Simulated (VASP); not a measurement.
# Au (P6/mmm) in VASP: a series of runs

Runs on Au. Level: RPBE. Tasks: single point.

Everything below comes from runs of VASP 6.6.1. Logs are shortened: lines on timing, memory, paths and dates and some standing lists are left out, and cuts for length are marked.

### 1 The cell of the first run

Symmetry: P6/mmm, No. 191, hexagonal system. The conventional cell has a = 4.850 Å, b = 4.850 Å, c = 2.898 Å, α = 90.00°, β = 90.00°, γ = 120.00°. Au (site symmetry 6/mmm) has 14 Au at 2.90 to 3.15 Å within 3.8 Å. Au (site symmetry -6m2) has 11 Au at 2.80 to 3.15 Å within 3.7 Å.

This isn't the form of Au at room conditions, which is fcc.

### 2 Single point, RPBE (19.68 Å³/atom)

Contents of INCAR:

```
SYSTEM = Au
PREC = Accurate
ENCUT = 520
EDIFF = 1E-6
ISMEAR = -1
SIGMA = 0.1
LREAL = .False.
LASPH = .True.
NELM = 60
ALGO = Normal
ISIF = 2
LWAVE = .False.
LCHARG = .True.
GGA = RP
LELF = .True.
LVHAR = .True.
NBANDS = 24
```

Contents of KPOINTS:

```
Automatic mesh
0
Gamma
  9 9 12
  0 0 0
```

Contents of POSCAR:

```
Au
1.0
    4.8497900561      0.0000000000      0.0000000000
   -2.4248950281      4.2000413916      0.0000000000
    0.0000000000      0.0000000000      2.8984732553
Au
3
Direct
    1.0000000000      1.0000000000      0.0000000000
    0.3333333333      0.6666666667      0.5000000000
    0.6666666667      0.3333333333      0.5000000000
```

Potentials or basis: VASP PAW PBE potentials, release 64 (Au).

On the command line:

```
cat potpaw_PBE.64/Au/POTCAR > POTCAR
mpirun -np 1 vasp_std > vasp.out
```

OUTCAR:

```text
SYSTEM = Au
   PREC = Accurate
   ENCUT = 520
   EDIFF = 1E-6
   ISMEAR = -1
   LREAL = .False.
   LASPH = .True.
   NELM = 60
   ISIF = 2
   GGA = RP

 ion  position               nearest neighbor table
   1  0.000  0.000  0.000-   2 3.15   3 3.15   2 3.15   3 3.15   3 3.15   3 3.15   2 3.15   2 3.15
                             3 3.15   3 3.15   2 3.15   2 3.15
   2  0.333  0.667  0.500-   3 2.80   3 2.80   3 2.80   1 3.15   1 3.15   1 3.15   1 3.15   1 3.15
                             1 3.15
   3  0.667  0.333  0.500-   2 2.80   2 2.80   2 2.80   1 3.15   1 3.15   1 3.15   1 3.15   1 3.15
                             1 3.15

  LATTYP: Found a hexagonal cell.
 ALAT       =     4.8497900561
 C/A-ratio  =     0.5976492223

  Lattice vectors:

 A1 = (   4.8497900561,   0.0000000000,   0.0000000000)
 A2 = (  -2.4248950281,   4.2000413916,   0.0000000000)
 A3 = (   0.0000000000,   0.0000000000,   2.8984732553)

Analysis of symmetry for initial positions (statically):
=====================================================================
 Subroutine PRICEL returns:
 Original cell was already a primitive cell.

 Routine SETGRP: Setting up the symmetry group for a
 hexagonal supercell.

 Subroutine GETGRP returns: Found 24 space group operations
 (whereof 24 operations were pure point group operations)
 out of a pool of 24 trial point group operations.

The static configuration has the point symmetry D_6h.

Analysis of symmetry for dynamics (positions and initial velocities):
=====================================================================
 Subroutine PRICEL returns:
 Original cell was already a primitive cell.

 Routine SETGRP: Setting up the symmetry group for a
 hexagonal supercell.

 Subroutine GETGRP returns: Found 24 space group operations
 (whereof 24 operations were pure point group operations)
 out of a pool of 24 trial point group operations.

The dynamic configuration has the point symmetry D_6h.

 Subroutine INISYM returns: Found 24 space group operations
 (whereof 24 operations are pure point group operations),
 and found     1 'primitive' translations

----------------------------------------------------------------------------------------

                                     Primitive cell

  volume of cell :      59.0399

  direct lattice vectors                    reciprocal lattice vectors
     4.849790056  0.000000000  0.000000000     0.206194493  0.119046446  0.000000000
    -2.424895028  4.200041392  0.000000000     0.000000000  0.238092892  0.000000000
     0.000000000  0.000000000  2.898473255     0.000000000  0.000000000  0.345009221

  length of vectors
     4.849790056  4.849790056  2.898473255     0.238092892  0.238092892  0.345009221

  position of ions in fractional coordinates (direct lattice)
     0.000000000  0.000000000  0.000000000
     0.333333333  0.666666667  0.500000000
     0.666666667  0.333333333  0.500000000

  ion indices of the primitive-cell ions
   primitive index   ion index
                 1           1
                 2           2
                 3           3

----------------------------------------------------------------------------------------

 KPOINTS: Automatic mesh

Automatic generation of k-mesh.
 Grid dimensions read from file:
 generate k-points for:    9    9   12

 Generating k-lattice:

  Cartesian coordinates                     Fractional coordinates (reciprocal lattice)
     0.022910499  0.013227383  0.000000000     0.111111111  0.000000000  0.000000000
     0.000000000  0.026454766  0.000000000     0.000000000  0.111111111  0.000000000
     0.000000000  0.000000000  0.028750768     0.000000000  0.000000000  0.083333333

  Length of vectors
     0.026454766  0.026454766  0.028750768

  Shift w.r.t. Gamma in fractional coordinates (k-lattice)
     0.000000000  0.000000000  0.000000000

 Subroutine IBZKPT returns following result:
 ===========================================

 Found     84 irreducible k-points:

 Following reciprocal coordinates:
            Coordinates               Weight
  0.000000  0.000000  0.000000      1.000000
  0.111111 -0.000000  0.000000      6.000000
  0.222222 -0.000000  0.000000      6.000000
  0.333333  0.000000  0.000000      6.000000
  0.444444 -0.000000  0.000000      6.000000
  0.111111  0.111111  0.000000      6.000000
[... 16 lines left out ...]
  0.333333  0.222222  0.083333     24.000000
  0.333333  0.333333  0.083333      4.000000
 [... further k-points ...]
   k-points           NKPTS =     84   k-points in BZ     NKDIM =     84   number of bands    NBANDS=     24
   number of dos      NEDOS =    301   number of ions     NIONS =      3
   total plane-waves  NPLWV =  31104
   dimension x,y,z NGX =    36 NGY =   36 NGZ =   24
   dimension x,y,z NGXF=    72 NGYF=   72 NGZF=   48
   ions per type =               3
   NGX,Y,Z   is equivalent  to a cutoff of  12.34, 12.34, 13.77 a.u.
   NGXF,Y,Z  is equivalent  to a cutoff of  24.68, 24.68, 27.53 a.u.
 SYSTEM =  Au
   PREC   = accura    normal or accurate (medium, high low for compatibility)
   ISTART =      0    job   : 0-new  1-cont  2-samecut
   ICHARG =      2    charge: 1-file 2-atom 10-const
   ISPIN  =      1    spin polarized calculation?
   LNONCOLLINEAR =      F non collinear calculations
   LSORBIT =      F    spin-orbit coupling
   LASPH  =      T    aspherical Exc in radial PAW
   ENCUT  =  520.0 eV  38.22 Ry    6.18 a.u.   9.02  9.02  5.39*2*pi/ulx,y,z
   NELM   =     60;   NELMIN=  2; NELMDL= -5     # of ELM steps
   EDIFF  = 0.1E-05   stopping-criterion for ELM
   LREAL  =      F    real-space projection
   EDIFFG = 0.1E-04   stopping-criterion for IOM
   NSW    =      0    number of steps for IOM
   IBRION =     -1    ionic relax: 0-MD 1-quasi-New 2-CG
   NFREE  =      0    steps in history (QN), initial steepest desc. (CG)
   ISIF   =      2    stress and relaxation
   ISYM   =      2    0-nonsym 1-usesym 2-fastsym
   POTIM  = 0.5000    time-step for ionic-motion
   TEBEG  =    0.0;   TEEND  =   0.0 temperature during run
   PSTRESS=    0.0 pullay stress
   NELECT =      33.0000    total number of electrons
   NUPDOWN=      -1.0000    fix difference up-down
   EMIN   =  10.00;   EMAX   =-10.00  energy-range for DOS
   EFERMI =   0.00;   METHOD = LEGACY
   ISMEAR =    -1;   SIGMA  =   0.10  broadening in eV -4-tet -1-fermi 0-gaus
   EFERMI_NEDOS =   21; number of points for ismear=-14 and -15
   IALGO  =     38    algorithm
   IMIX   =      4    mixing-type and parameters
     AMIX     =   0.40;   BMIX     =  1.00
     AMIX_MAG =   1.60;   BMIX_MAG =  1.00
  volume/ion in A,a.u.               =      19.68       132.81
  Fermi-wavevector in a.u.,A,eV,Ry     =   1.348541  2.548373 24.743056  1.818563
  Thomas-Fermi vector in A             =   2.476202
   LORBIT       =      0    0 simple, 1 ext, 2 COOP (PROOUT), +10 PAW based schemes
   GGA     = RP    functional components
   LHFCALC =     F    Hartree Fock is set to
   AEXX    =    0.0000 exact exchange contribution
   IVDW    =     0    specifies the selected vdW correction
   LEPSILON=     F    determine dielectric tensor
   LRPA    =     F    only Hartree local field effects (RPA)
 non-spin polarized calculation
  energy-cutoff  :      520.00
  volume of cell :       59.04
 maximum number of plane-waves:      1611
 NGX is ok and might be reduce to    36
   NGX = 17   NGY = 17   NGZ = 11

 number of electron      32.9999992 magnetization

 Free energy of the ion-electron system (eV)
  ---------------------------------------------------
  ext. energy  EPLUGINS =         0.00000000
  ---------------------------------------------------
  free energy    TOTEN  =        -7.72600384 eV

  energy without entropy =       -7.69542217  energy(sigma->0) =       -7.71071300

 E-fermi :   7.3893     XC(G=0): -11.7533

 val. band max:        7.3841321223   @ k =   0.0000   0.0000   0.5000
 cond. band min:       7.4027829369   @ k =   0.3333   0.1111   0.0833
 fundamental gap:      0.0186508147
 Fermi energy:         7.3892585406

 k-point     1 :       0.0000    0.0000    0.0000
  band No.  band energies     occupation
      1      -1.0253      2.00000
      2       1.5708      2.00000
      3       2.5680      2.00000
      4       2.9548      2.00000
      5       3.0882      2.00000
      6       3.0882      2.00000
[... 16 lines left out ...]
     23      18.5326      0.00000
     24      23.4643      0.00000

 k-point     2 :       0.1111   -0.0000    0.0000
  band No.  band energies     occupation
      1      -0.8933      2.00000
      2       1.5978      2.00000
      3       2.4481      2.00000
      4       2.6869      2.00000
      5       2.8492      2.00000
      6       2.9735      2.00000
[... 16 lines left out ...]
     23      18.7682      0.00000
     24      23.3057      0.00000

 k-point     3 :       0.2222   -0.0000    0.0000
  band No.  band energies     occupation
      1      -0.5094      2.00000
      2       1.6362      2.00000
      3       2.0841      2.00000
      4       2.4237      2.00000
      5       2.6766      2.00000
      6       2.8895      2.00000
[... 16 lines left out ...]
     23      19.4426      0.00000
     24      22.5547      0.00000

 k-point     4 :       0.3333    0.0000    0.0000
  band No.  band energies     occupation
      1       0.0836      2.00000
      2       1.4868      2.00000
      3       1.8735      2.00000
      4       2.2465      2.00000
      5       2.6074      2.00000
      6       2.7375      2.00000
[... 16 lines left out ...]
     23      20.4774      0.00000
     24      21.3887      0.00000

 k-point     5 :       0.4444   -0.0000    0.0000
  band No.  band energies     occupation
      1       0.7862      2.00000
      2       1.2935      2.00000
      3       1.5090      2.00000
      4       2.3148      2.00000
      5       2.5262      2.00000
      6       2.5998      2.00000
[... 16 lines left out ...]
     23      19.4618      0.00000
     24      20.2438      0.00000

 k-point     6 :       0.1111    0.1111    0.0000
  band No.  band energies     occupation
      1      -0.6356      2.00000
      2       1.6343      2.00000
      3       2.2383      2.00000
      4       2.3713      2.00000
      5       2.7038      2.00000
      6       2.9722      2.00000
[... 16 lines left out ...]
     23      19.2223      0.00000
     24      22.6935      0.00000
[... 379 lines left out ...]
 k-point    21 :       0.4444    0.1111    0.0833
  band No.  band energies     occupation
      1       1.1668      2.00000
      2       1.3465      2.00000
      3       1.4712      2.00000
      4       2.4798      2.00000
      5       2.5050      2.00000
      6       2.6897      2.00000
[... 16 lines left out ...]
     23      20.1477      0.00000
     24      20.3068      0.00000

 k-point    22 :       0.2222    0.2222    0.0833
  band No.  band energies     occupation
      1       0.5153      2.00000
      2       1.5325      2.00000
      3       1.7811      2.00000
      4       2.2646      2.00000
      5       2.6393      2.00000
      6       2.9240      2.00000
[... 16 lines left out ...]
     23      19.4690      0.00000
     24      19.8020      0.00000

 k-point    23 :       0.3333    0.2222    0.0833
  band No.  band energies     occupation
      1       1.0177      2.00000
      2       1.3741      2.00000
      3       1.5640      2.00000
      4       2.4338      2.00000
      5       2.5696      2.00000
      6       2.8157      2.00000
[... 16 lines left out ...]
     23      20.3754      0.00000
     24      20.6593      0.00000

 k-point    24 :       0.3333    0.3333    0.0833
  band No.  band energies     occupation
      1       1.1107      2.00000
      2       1.4451      2.00000
      3       1.4451      2.00000
      4       2.5307      2.00000
      5       2.5307      2.00000
      6       2.7889      2.00000
[... 16 lines left out ...]
     23      21.1179      0.00000
     24      21.3796      0.00000

 [... further k-points ...]
[... 5 lines left out ...]
  --------------------------------------------------------------------------------------
  -------------------------------------------------------------------------------------
  Total       -1.3540209     -1.3540209     -1.9456639      0.0000000      0.0000000      0.0000000
  in kB      -36.7443147    -36.7443147    -52.7998375      0.0000000      0.0000000      0.0000000
  external PRESSURE =     -42.0961556 kB  Pullay stress =       0.0000000 kB

 VOLUME and BASIS-vectors are now :
 -----------------------------------------------------------------------------
  energy-cutoff  :      520.00
  volume of cell :       59.04
      direct lattice vectors                 reciprocal lattice vectors
     4.849790056  0.000000000  0.000000000     0.206194493  0.119046446  0.000000000
    -2.424895028  4.200041392  0.000000000     0.000000000  0.238092892  0.000000000
     0.000000000  0.000000000  2.898473255     0.000000000  0.000000000  0.345009221

 POSITION                                       TOTAL-FORCE (eV/Angst)
 -----------------------------------------------------------------------------------
      0.00000      0.00000      0.00000         0.000000      0.000000     -0.000000
     -0.00000      2.80003      1.44924        -0.000000      0.000000      0.000000
      2.42490      1.40001      1.44924         0.000000     -0.000000     -0.000000
 -----------------------------------------------------------------------------------
    total drift:                                0.000000      0.000000     -0.000000

  FREE ENERGIE OF THE ION-ELECTRON SYSTEM (eV)
  ---------------------------------------------------
  free  energy   TOTEN  =        -7.7260038352 eV

  energy  without entropy=       -7.6954221670  energy(sigma->0) =       -7.71071300
```

Wall time 76 s (1 thread of Intel Xeon Platinum 8259CL at 2.50GHz (Skylake/Cascade Lake), shared host); peak memory 0.24 GiB.

What came out:

```yaml
Free_energy: -7.7260 eV
Pressure: -4.2 GPa
Band_gap_on_the_k_mesh: zero (an odd number of electrons rules out a gap without spin polarisation)
```

Caveat: the cell stands under tension; the PAW data sets were made with another functional, which shifts forces and pressure a little; spin-orbit coupling is left out, which moves the levels of the heavy elements.

### 3 Single point, RPBE (20.44 Å³/atom)

This run uses another cell than the first one, of 20.44 Å³/atom.

Contents of INCAR:

```
PREC = Accurate
ENCUT = 520
EDIFF = 1E-7
ISMEAR = -1
SIGMA = 0.1
LREAL = False
LASPH = True
NELM = 100
ALGO = Normal
ISIF = 2
LWAVE = False
LCHARG = False
GGA = RP
NBANDS = 24
```

Contents of KPOINTS:

```
regular mesh
0
Gamma
  9 9 12
```

Contents of POSCAR:

```
Au
1.0
    4.9111863214      0.0000000000      0.0000000000
   -2.4555931607      4.2532121170      0.0000000000
    0.0000000000      0.0000000000      2.9351666855
Au
3
Direct
    1.0000000000      1.0000000000      0.0000000000
    0.3333333333      0.6666666667      0.5000000000
    0.6666666667      0.3333333333      0.5000000000
```

Potentials or basis: VASP PAW PBE potentials, release 64 (Au).

On the command line:

```
cat potpaw_PBE.64/Au/POTCAR > POTCAR
mpirun -np 1 vasp_std > vasp.out
```

Run time: 1.7 min. Hardware: 1 thread of Intel Xeon Platinum 8259CL at 2.50GHz (Skylake/Cascade Lake), shared host; peak memory 0.25 GiB.

The run converged. Its results:

```
Free energy            : -7.6463 eV
Pressure               : -7.1 GPa
Band gap on the k mesh : zero (an odd number of electrons rules out a gap without spin polarisation)
```

Stress tensor (GPa, compression positive):
```
-6.64  0.00  0.00
 0.00 -6.64  0.00
 0.00  0.00 -8.07
```

Levels at points of the mesh, in eV from the Fermi level:
| k point | band 14 | band 15 | band 16 | band 17 | band 18 | band 19 |
| --- | --- | --- | --- | --- | --- | --- |
| (0.00, 0.00, 0.00) | -2.96 | -1.81 | -1.81 | 2.33 | 3.08 | 4.83 |
| (0.00, 0.00, 0.50) | -2.03 | -1.29 | -0.02 | 0.24 | 6.27 | 6.28 |

Caveat: the cell stands under tension; the PAW data sets were made with another functional, which shifts forces and pressure a little; spin-orbit coupling is left out, which moves the levels of the heavy elements.

The gap in the log of VASP goes by the Fermi energy; the results here count the filled bands.